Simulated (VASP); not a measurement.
# BaTiO3 (P4/mmm) in VASP: a series of runs

BaTiO3 is run at these levels: PBEsol; tasks: single point.

Everything below comes from runs of VASP 6.6.1. Logs are shortened: lines on timing, memory, paths and dates and some standing lists are left out, and cuts for length are marked.

## 1. The cell of the first run

The structure is tetragonal, space group P4/mmm (No. 123). Conventional cell: a = 4.000 Å, b = 4.000 Å, c = 4.139 Å, α = 90.00°, β = 90.00°, γ = 90.00°. Within 3.7 Å of Ba (site symmetry 4/mmm) lie 12 O at 2.83 to 2.88 Å and 8 Ti at 3.50 Å. Ti (site symmetry 4/mmm) has 6 O at 2.00 to 2.07 Å within 2.6 Å. Within 2.7 Å of O (site symmetry 4/mmm) lie 2 Ti at 2.07 Å. O (site symmetry mmm) has 2 Ti at 2.00 Å within 2.6 Å.

## 2. Single point, PBEsol (zz strain of +3 %)

File INCAR:

```
PREC     = Accurate       # precision mode
ENCUT    = 520            # plane-wave cutoff, eV
EDIFF    = 1E-6           # SCF threshold, eV
ISMEAR   = -1             # smearing method
SIGMA    = 0.03           # smearing width, eV
LREAL    = F              # projectors in reciprocal space
LASPH    = T              # aspherical terms in the spheres
NELM     = 100            # most SCF steps
ALGO     = Normal         # electronic algorithm
ISIF     = 2              # what is computed and relaxed
LWAVE    = F              # write WAVECAR
LCHARG   = F              # write CHGCAR
GGA      = PS             # functional
NBANDS   = 28             # bands
```

File KPOINTS:

```
Automatic mesh
0
Gamma
  7 7 7
```

File POSCAR:

```
BaTiO3
1.0
    3.9998000000      0.0000000000      0.0000000000
    0.0000000000      3.9998000000      0.0000000000
    0.0000000000      0.0000000000      4.1385400000
Ba Ti O
1 1 3
Direct
    0.0000000000      0.0000000000      0.0000000000
    0.5000000000      0.5000000000      0.5000000000
    0.5000000000      0.5000000000      0.0000000000
    0.5000000000      0.0000000000      0.5000000000
    0.0000000000      0.5000000000      0.5000000000
```

Potentials or basis: VASP PAW PBE potentials, release 64 (Ba_sv, Ti_sv, O).

Run with:

```sh
cat potpaw_PBE.64/Ba_sv/POTCAR potpaw_PBE.64/Ti_sv/POTCAR potpaw_PBE.64/O/POTCAR > POTCAR
mpirun -np 1 vasp_std > vasp.out
```

OUTCAR:

```text
PREC = Accurate
   ENCUT = 520
   EDIFF = 1E-6
   ISMEAR = -1
   LREAL = F
   LASPH = T
   NELM = 100
   ISIF = 2
   GGA = PS

 ion  position               nearest neighbor table
   1  0.000  0.000  0.000-   3 2.83   3 2.83   3 2.83   3 2.83   5 2.88   4 2.88   5 2.88   5 2.88
                             5 2.88   4 2.88   4 2.88   4 2.88   2 3.50   2 3.50   2 3.50   2 3.50
   2  0.500  0.500  0.500-   4 2.00   5 2.00   4 2.00   5 2.00   3 2.07   3 2.07   1 3.50   1 3.50
                             1 3.50   1 3.50   1 3.50   1 3.50   1 3.50   1 3.50
   3  0.500  0.500  0.000-   2 2.07   2 2.07   1 2.83   1 2.83   1 2.83   1 2.83
   4  0.500  0.000  0.500-   2 2.00   2 2.00   1 2.88   1 2.88   1 2.88   1 2.88
   5  0.000  0.500  0.500-   2 2.00   2 2.00   1 2.88   1 2.88   1 2.88   1 2.88

  LATTYP: Found a simple tetragonal cell.
 ALAT       =     3.9998000000
 C/A-ratio  =     1.0346867343

  Lattice vectors:

 A1 = (   3.9998000000,   0.0000000000,   0.0000000000)
 A2 = (   0.0000000000,   3.9998000000,   0.0000000000)
 A3 = (   0.0000000000,   0.0000000000,   4.1385400000)

Analysis of symmetry for initial positions (statically):
=====================================================================
 Subroutine PRICEL returns:
 Original cell was already a primitive cell.

 Routine SETGRP: Setting up the symmetry group for a
 simple tetragonal supercell.

 Subroutine GETGRP returns: Found 16 space group operations
 (whereof 16 operations were pure point group operations)
 out of a pool of 16 trial point group operations.

The static configuration has the point symmetry D_4h.

Analysis of symmetry for dynamics (positions and initial velocities):
=====================================================================
 Subroutine PRICEL returns:
 Original cell was already a primitive cell.

 Routine SETGRP: Setting up the symmetry group for a
 simple tetragonal supercell.

 Subroutine GETGRP returns: Found 16 space group operations
 (whereof 16 operations were pure point group operations)
 out of a pool of 16 trial point group operations.

The dynamic configuration has the point symmetry D_4h.

 Subroutine INISYM returns: Found 16 space group operations
 (whereof 16 operations are pure point group operations),
 and found     1 'primitive' translations

----------------------------------------------------------------------------------------

                                     Primitive cell

  volume of cell :      66.2100

  direct lattice vectors                    reciprocal lattice vectors
     3.999800000  0.000000000  0.000000000     0.250012501  0.000000000  0.000000000
     0.000000000  3.999800000  0.000000000     0.000000000  0.250012501  0.000000000
     0.000000000  0.000000000  4.138540000     0.000000000  0.000000000  0.241631107

  length of vectors
     3.999800000  3.999800000  4.138540000     0.250012501  0.250012501  0.241631107

  position of ions in fractional coordinates (direct lattice)
     0.000000000  0.000000000  0.000000000
     0.500000000  0.500000000  0.500000000
     0.500000000  0.500000000  0.000000000
     0.500000000  0.000000000  0.500000000
     0.000000000  0.500000000  0.500000000

  ion indices of the primitive-cell ions
   primitive index   ion index
                 1           1
                 2           2
                 3           3
                 4           4
                 5           5

----------------------------------------------------------------------------------------

 KPOINTS: Automatic mesh

Automatic generation of k-mesh.
 Grid dimensions read from file:
 generate k-points for:    7    7    7

 Generating k-lattice:

  Cartesian coordinates                     Fractional coordinates (reciprocal lattice)
     0.035716072  0.000000000  0.000000000     0.142857143  0.000000000  0.000000000
     0.000000000  0.035716072  0.000000000     0.000000000  0.142857143  0.000000000
     0.000000000  0.000000000  0.034518730     0.000000000  0.000000000  0.142857143

  Length of vectors
     0.035716072  0.035716072  0.034518730

  Shift w.r.t. Gamma in fractional coordinates (k-lattice)
     0.000000000  0.000000000  0.000000000

 Subroutine IBZKPT returns following result:
 ===========================================

 Found     40 irreducible k-points:

 Following reciprocal coordinates:
            Coordinates               Weight
  0.000000  0.000000  0.000000      1.000000
  0.142857  0.000000  0.000000      4.000000
  0.285714  0.000000  0.000000      4.000000
  0.428571  0.000000  0.000000      4.000000
  0.142857  0.142857  0.000000      4.000000
  0.285714  0.142857  0.000000      8.000000
[... 16 lines left out ...]
  0.285714  0.000000  0.285714      8.000000
  0.428571  0.000000  0.285714      8.000000
 [... further k-points ...]
   k-points           NKPTS =     40   k-points in BZ     NKDIM =     40   number of bands    NBANDS=     28
   number of dos      NEDOS =    301   number of ions     NIONS =      5
   total plane-waves  NPLWV =  28800
   dimension x,y,z NGX =    30 NGY =   30 NGZ =   32
   dimension x,y,z NGXF=    60 NGYF=   60 NGZF=   64
   ions per type =               1   1   3
   NGX,Y,Z   is equivalent  to a cutoff of  12.47, 12.47, 12.85 a.u.
   NGXF,Y,Z  is equivalent  to a cutoff of  24.94, 24.94, 25.71 a.u.
 SYSTEM =  unknown system
   PREC   = accura    normal or accurate (medium, high low for compatibility)
   ISTART =      0    job   : 0-new  1-cont  2-samecut
   ICHARG =      2    charge: 1-file 2-atom 10-const
   ISPIN  =      1    spin polarized calculation?
   LNONCOLLINEAR =      F non collinear calculations
   LSORBIT =      F    spin-orbit coupling
   LASPH  =      T    aspherical Exc in radial PAW
   ENCUT  =  520.0 eV  38.22 Ry    6.18 a.u.   7.44  7.44  7.69*2*pi/ulx,y,z
   NELM   =    100;   NELMIN=  2; NELMDL= -5     # of ELM steps
   EDIFF  = 0.1E-05   stopping-criterion for ELM
   LREAL  =      F    real-space projection
   EDIFFG = 0.1E-04   stopping-criterion for IOM
   NSW    =      0    number of steps for IOM
   IBRION =     -1    ionic relax: 0-MD 1-quasi-New 2-CG
   NFREE  =      0    steps in history (QN), initial steepest desc. (CG)
   ISIF   =      2    stress and relaxation
   ISYM   =      2    0-nonsym 1-usesym 2-fastsym
   POTIM  = 0.5000    time-step for ionic-motion
   TEBEG  =    0.0;   TEEND  =   0.0 temperature during run
   PSTRESS=    0.0 pullay stress
   NELECT =      40.0000    total number of electrons
   NUPDOWN=      -1.0000    fix difference up-down
   EMIN   =  10.00;   EMAX   =-10.00  energy-range for DOS
   EFERMI =   0.00;   METHOD = LEGACY
   ISMEAR =    -1;   SIGMA  =   0.03  broadening in eV -4-tet -1-fermi 0-gaus
   EFERMI_NEDOS =   21; number of points for ismear=-14 and -15
   IALGO  =     38    algorithm
   IMIX   =      4    mixing-type and parameters
     AMIX     =   0.40;   BMIX     =  1.00
     AMIX_MAG =   1.60;   BMIX_MAG =  1.00
  volume/ion in A,a.u.               =      13.24        89.36
  Fermi-wavevector in a.u.,A,eV,Ry     =   1.383950  2.615285 26.059461  1.915316
  Thomas-Fermi vector in A             =   2.508500
   LORBIT       =      0    0 simple, 1 ext, 2 COOP (PROOUT), +10 PAW based schemes
   GGA     = PS    functional components
   LHFCALC =     F    Hartree Fock is set to
   AEXX    =    0.0000 exact exchange contribution
   IVDW    =     0    specifies the selected vdW correction
   LEPSILON=     F    determine dielectric tensor
   LRPA    =     F    only Hartree local field effects (RPA)
 non-spin polarized calculation
  energy-cutoff  :      520.00
  volume of cell :       66.21
 maximum number of plane-waves:      1811
 NGX is ok and might be reduce to    30
   NGX = 15   NGY = 15   NGZ = 15

 number of electron      39.9999988 magnetization

 Free energy of the ion-electron system (eV)
  ---------------------------------------------------
  ext. energy  EPLUGINS =         0.00000000
  ---------------------------------------------------
  free energy    TOTEN  =       -41.88861403 eV

  energy without entropy =      -41.88861403  energy(sigma->0) =      -41.88861403

 E-fermi :   4.1276     XC(G=0): -11.3485

 val. band max:        3.4005091053   @ k =   0.4286   0.4286   0.4286
 cond. band min:       5.0688918669   @ k =   0.0000   0.0000   0.0000
 fundamental gap:      1.6683827616
 Fermi energy:         4.1275649303

 k-point     1 :       0.0000    0.0000    0.0000
  band No.  band energies     occupation
      1     -53.0516      2.00000
      2     -29.3616      2.00000
      3     -29.3616      2.00000
      4     -29.3540      2.00000
      5     -21.3880      2.00000
      6     -13.3237      2.00000
[... 20 lines left out ...]
     27       8.4996      0.00000
     28      10.2995      0.00000

 k-point     2 :       0.1429    0.0000    0.0000
  band No.  band energies     occupation
      1     -53.0514      2.00000
      2     -29.3715      2.00000
      3     -29.3612      2.00000
      4     -29.3536      2.00000
      5     -21.3674      2.00000
      6     -13.3109      2.00000
[... 20 lines left out ...]
     27       8.8912      0.00000
     28      10.8038      0.00000

 k-point     3 :       0.2857    0.0000    0.0000
  band No.  band energies     occupation
      1     -53.0510      2.00000
      2     -29.3938      2.00000
      3     -29.3604      2.00000
      4     -29.3527      2.00000
      5     -21.3203      2.00000
      6     -13.3526      2.00000
[... 20 lines left out ...]
     27       9.8083      0.00000
     28      11.5332      0.00000

 k-point     4 :       0.4286    0.0000    0.0000
  band No.  band energies     occupation
      1     -53.0506      2.00000
      2     -29.4115      2.00000
      3     -29.3596      2.00000
      4     -29.3520      2.00000
      5     -21.2818      2.00000
      6     -13.4352      2.00000
[... 578 lines left out ...]
     27      10.0866      0.00000
     28      11.7378      0.00000

 k-point    23 :       0.2857    0.0000    0.2857
  band No.  band energies     occupation
      1     -53.0506      2.00000
      2     -29.3926      2.00000
      3     -29.3732      2.00000
      4     -29.3596      2.00000
      5     -21.2792      2.00000
      6     -13.2598      2.00000
[... 20 lines left out ...]
     27      11.0845      0.00000
     28      11.6712      0.00000

 k-point    24 :       0.4286    0.0000    0.2857
  band No.  band energies     occupation
      1     -53.0502      2.00000
      2     -29.4101      2.00000
      3     -29.3723      2.00000
      4     -29.3589      2.00000
      5     -21.2478      2.00000
      6     -13.2019      2.00000
[... 20 lines left out ...]
     27      11.5855      0.00000
     28      12.0944      0.00000

 [... further k-points ...]

------------------------ aborting loop because EDIFF is reached ----------------------------------------

  FORCE on cell =-STRESS in cart. coord.  units (eV):
  Direction    XX          YY          ZZ          XY          YZ          ZX
  --------------------------------------------------------------------------------------
  -------------------------------------------------------------------------------------
  Total       -2.2273298     -2.2273298     -4.4269327      0.0000000     -0.0000000      0.0000000
  in kB      -53.8978461    -53.8978461   -107.1247425      0.0000000     -0.0000000      0.0000000
  external PRESSURE =     -71.6401449 kB  Pullay stress =       0.0000000 kB

 VOLUME and BASIS-vectors are now :
 -----------------------------------------------------------------------------
  energy-cutoff  :      520.00
  volume of cell :       66.21
      direct lattice vectors                 reciprocal lattice vectors
     3.999800000  0.000000000  0.000000000     0.250012501  0.000000000  0.000000000
     0.000000000  3.999800000  0.000000000     0.000000000  0.250012501  0.000000000
     0.000000000  0.000000000  4.138540000     0.000000000  0.000000000  0.241631107

 POSITION                                       TOTAL-FORCE (eV/Angst)
 -----------------------------------------------------------------------------------
      0.00000      0.00000      0.00000         0.000000      0.000000      0.000000
      1.99990      1.99990      2.06927         0.000000      0.000000      0.000000
      1.99990      1.99990      0.00000         0.000000      0.000000      0.000000
      1.99990      0.00000      2.06927         0.000000      0.000000      0.000000
      0.00000      1.99990      2.06927         0.000000      0.000000      0.000000
 -----------------------------------------------------------------------------------
    total drift:                                0.000000      0.000000     -0.000000

  FREE ENERGIE OF THE ION-ELECTRON SYSTEM (eV)
  ---------------------------------------------------
  free  energy   TOTEN  =       -41.8886140255 eV

  energy  without entropy=      -41.8886140254  energy(sigma->0) =      -41.88861403
```

Wall time 2 min (1 thread of AMD EPYC 7R13, shared host); peak memory 0.19 GiB.

Results:

* Free energy: -41.8886 eV
* Pressure: -7.2 GPa
* Band gap on the k mesh: 1.67 eV (least direct gap 1.78 eV)

Caveat: the cell differs from its parent crystal (zz strain of +3 %); the cell stands under tension; the PAW data sets were made with another functional, which shifts forces and pressure a little; spin-orbit coupling is left out, which moves the levels of the heavy elements; an odd mesh through Γ misses points on the zone boundary, where band edges can lie.

## 3. Single point, PBEsol (equal xx and yy strain of +2 %)

File INCAR:

```
ALGO = Normal ; EDIFF = 1E-7
ENCUT = 520 ; GGA = PS
ISIF = 2 ; ISMEAR = -1
LASPH = True ; LCHARG = False
LREAL = False ; LWAVE = False
NBANDS = 28 ; NELM = 60
PREC = Accurate ; SIGMA = 0.03
```

File KPOINTS:

```
k-points
0
Gamma
  7 7 7
```

POSCAR: that of step 2 with these lines changed.

```diff
@@ -2,5 +2,5 @@
 1.0
-    3.9998000000      0.0000000000      0.0000000000
-    0.0000000000      3.9998000000      0.0000000000
-    0.0000000000      0.0000000000      4.1385400000
+    4.0797960000      0.0000000000      0.0000000000
+    0.0000000000      4.0797960000      0.0000000000
+    0.0000000000      0.0000000000      4.0180000000
 Ba Ti O
```

Potentials or basis: VASP PAW PBE potentials, release 64 (Ba_sv, Ti_sv, O).

Run with:

```sh
cat potpaw_PBE.64/Ba_sv/POTCAR potpaw_PBE.64/Ti_sv/POTCAR potpaw_PBE.64/O/POTCAR > POTCAR
mpirun -np 1 vasp_std > vasp.out
```

Run time: 2 min. Hardware: 1 thread of AMD EPYC 7R13, shared host; peak memory 0.19 GiB.

It converged, with:

```
Free energy            : -41.8758 eV
Pressure               : -8.7 GPa
Band gap on the k mesh : 1.66 eV (least direct gap 1.77 eV)
```

Stress tensor (GPa, compression positive):
```
-9.54  0.00  0.00
 0.00 -9.54  0.00
 0.00  0.00 -7.12
```

Levels at points of the mesh, in eV from the valence-band top:
```
           k point  band 16  band 17  band 18  band 19  band 20  band 21  band 22  band 23  band 24  band 25
(0.00, 0.00, 0.00)    -1.00    -0.95    -0.13    -0.13    -0.11     1.66     1.68     1.68     3.66     3.76
```

Caveat: the cell differs from its parent crystal (equal xx and yy strain of +2 %); the cell stands under tension; the PAW data sets were made with another functional, which shifts forces and pressure a little; spin-orbit coupling is left out, which moves the levels of the heavy elements; an odd mesh through Γ misses points on the zone boundary, where band edges can lie.
